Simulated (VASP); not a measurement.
**Ti: single point with PBEsol**

The system is Ti.

```xyz
1
Lattice="0.0000 1.5147 1.5147 1.5147 0.0000 1.5147 1.5147 1.5147 0.0000" Properties=species:S:1:pos:R:3 pbc="T T T"
Ti    0.0000    0.0000    0.0000
```

This isn't the form of Ti at room conditions, which is hcp.

```
Program             : VASP 6.6.1
Task                : single point
Functional          : PBEsol
Potentials or basis : VASP PAW PBE potentials, release 64 (Ti_sv)
Cutoff              : 520 eV
k mesh              : 22 × 22 × 22
Occupations         : fermi-dirac, width 0.1 eV
Spin                : no spin polarisation
```

```json
{"Pressure": "392.4 GPa", "Band gap on the k mesh": "zero (bands 6 and 7 overlap by 1.40 eV)"}
```

Levels at points of the mesh, in eV from the Fermi level:
| k point | band 3 | band 4 | band 5 | band 6 | band 7 | band 8 | band 9 | band 10 |
| --- | --- | --- | --- | --- | --- | --- | --- | --- |
| (0.00, 0.00, 0.00) | -29.23 | -29.23 | -4.37 | 0.14 | 0.14 | 0.14 | 5.24 | 5.24 |
| (0.50, 0.00, 0.00) | -30.12 | -30.12 | -5.60 | -0.42 | -0.42 | 8.37 | 8.82 | 8.82 |
| (0.50, 0.50, 0.00) | -31.91 | -31.91 | -8.49 | -7.12 | 8.80 | 9.84 | 9.84 | 14.07 |

Run time: 26 s on 1 thread of Intel Xeon 8259CL, with other jobs on the host, peak memory 0.14 GiB.

Caveat: the cell stands under pressure; the PAW data sets were made with another functional, which shifts forces and pressure a little.
